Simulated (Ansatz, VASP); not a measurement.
## One calculation of HfO2, two programs

```
Hf O
1.0
     0.00000    2.52916    2.52916
     2.45329    0.00000    2.52916
     2.45329    2.52916    0.00000
Hf O
1 2
Direct
  0.00000 0.00000 0.00000
  0.25000 0.25000 0.25000
  0.75000 0.75000 0.75000
```

Change from the starting cell: strain -0.0300 x Voigt [1, 0, 0, 0, 0, 0], atoms carried along.

Alike in both runs: task single point; functional r2SCAN; k mesh 8 × 8 × 8; occupations gaussian, width 0.05 eV; no spin polarisation.

|  | VASP | Ansatz |
| --- | --- | --- |
| version | VASP 6.6.1 | Ansatz 0.2.0 |
| potentials or method | VASP PAW PBE potentials, release 64 (Hf_pv, O), cutoff 520 eV | scalar-relativistic, plane waves, PAW |
| valence electrons in the cell | 22 | 38 |

```tsv
	VASP	Ansatz	Ansatz less VASP
gap on the k mesh at the Fermi level (eV)	4.08	4.08	-0.004
least direct gap on the mesh (eV)	4.14	4.13	-0.014
pressure (GPa)	4.6	8.9	+4.28
traceless stress, the component that is largest in VASP (GPa)	10.56	10.37	-0.187
```

VASP's potentials were made for PBE, not for r2SCAN. One of these differences is far larger than is usual between the two programs; its cause wasn't traced. VASP's potentials hold 22 valence electrons a cell and Ansatz's 38, so a difference there can come from the potentials and not from the codes.

Spin-orbit coupling is off throughout.
